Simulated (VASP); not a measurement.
Here is a VASP 6.6.1 calculation.

POSCAR

```
NaH
1.0
    3.2514018235      0.0000000000      0.0000000000
   -1.6257009118      2.8157965770      0.0000000000
    0.0000000000      0.0000000000      5.7119213332
Na H
2 2
Direct
    0.0000000000      0.0000000000      0.0000000000
    0.0000000000      0.0000000000      0.5000000000
    0.3333333333      0.6666666667      0.2500000000
    0.6666666667      0.3333333333      0.7500000000
```

File INCAR.step1:

```
  ALGO = Normal
  EDIFF = 1E-4
  ENCUT = 520
  GGA = PE
  ISMEAR = 0
  LASPH = True
  LCHARG = False
  LREAL = False
  LWAVE = True
  NBANDS = 16
  NELM = 80
  PREC = Accurate
  SIGMA = 0.01
```

Contents of INCAR.step2:

```
  ALGO = Normal
  EDIFF = 1E-6
  ENCUT = 520
  ISIF = 2
  ISMEAR = 0
  ISTART = 1
  LASPH = True
  LCHARG = False
  LMIXTAU = True
  LREAL = False
  LWAVE = False
  METAGGA = R2SCAN
  NBANDS = 16
  NELM = 80
  PREC = Accurate
  SIGMA = 0.01
```

Contents of KPOINTS:

```
k-points
0
Gamma
  9 9 4
```

Potentials or basis: VASP PAW PBE potentials, release 64 (Na_pv, H).

The run is started by

```sh
$ cat potpaw_PBE.64/Na_pv/POTCAR potpaw_PBE.64/H/POTCAR > POTCAR
$ cp INCAR.step1 INCAR
$ mpirun -np 1 vasp_std > vasp.out
$ cp INCAR.step2 INCAR
$ mpirun -np 1 vasp_std > vasp.out
```

**Question.** What does it give for the band gap on the k mesh?

**Answer.** 4.16 eV (least direct gap 5.32 eV).

**Question.** What does it give for the pressure?

**Answer.** 1.4 GPa.

Stress tensor (GPa, compression positive):
```
1.27 0.00 0.00
0.00 1.27 0.00
0.00 0.00 1.59
```

Caveat: the PAW data sets were made with another functional, which shifts forces and pressure a little. A k mesh can miss the band edges.
